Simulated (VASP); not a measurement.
Input of a VASP 6.6.1 run:

INCAR

```
ALGO     = Fast           # electronic algorithm
EDIFF    = 1E-6           # SCF threshold, eV
ENCUT    = 520            # plane-wave cutoff, eV
ISIF     = 2              # what is computed and relaxed
ISMEAR   = 0              # smearing method
LASPH    = T              # aspherical terms in the spheres
LCHARG   = F              # write CHGCAR
LREAL    = F              # projectors in reciprocal space
LWAVE    = F              # write WAVECAR
NBANDS   = 21             # bands
NELM     = 80             # most SCF steps
PREC     = Accurate       # precision mode
SIGMA    = 0.15           # smearing width, eV
```

KPOINTS

```
k-points
0
Gamma
  21 21 10
```

File POSCAR:

```
Ru
1.0
    2.6740588025      0.0000000000      0.0000000000
   -1.3370294013      2.3158028542      0.0000000000
    0.0000000000      0.0000000000      4.2267610266
Ru
2
Direct
    0.3259521410      0.6868324592      0.2500000000
    0.6740478590      0.3131675408      0.7500000000
```

Potentials or basis: VASP PAW LDA potentials, release 64 (Ru_pv).

Launch:

```bash
$ cat potpaw_LDA.64/Ru_pv/POTCAR > POTCAR
$ mpirun -np 1 vasp_std > vasp.out
```

Estimate the pressure.

1.9 GPa.

Estimate the band gap on the k mesh.

zero (bands 14 and 15 overlap by 3.36 eV).

What does it give for the largest force?

1.044 eV/Å.

Stress tensor (GPa, compression positive):
```
-0.41  1.91  0.00
 1.91  3.27  0.00
 0.00  0.00  2.99
```

Caveat: the cell differs from its parent crystal (atoms displaced along a vibrational mode); forces of over 1 eV/Å act on the atoms, so gaps and moduli don't describe the material at rest.
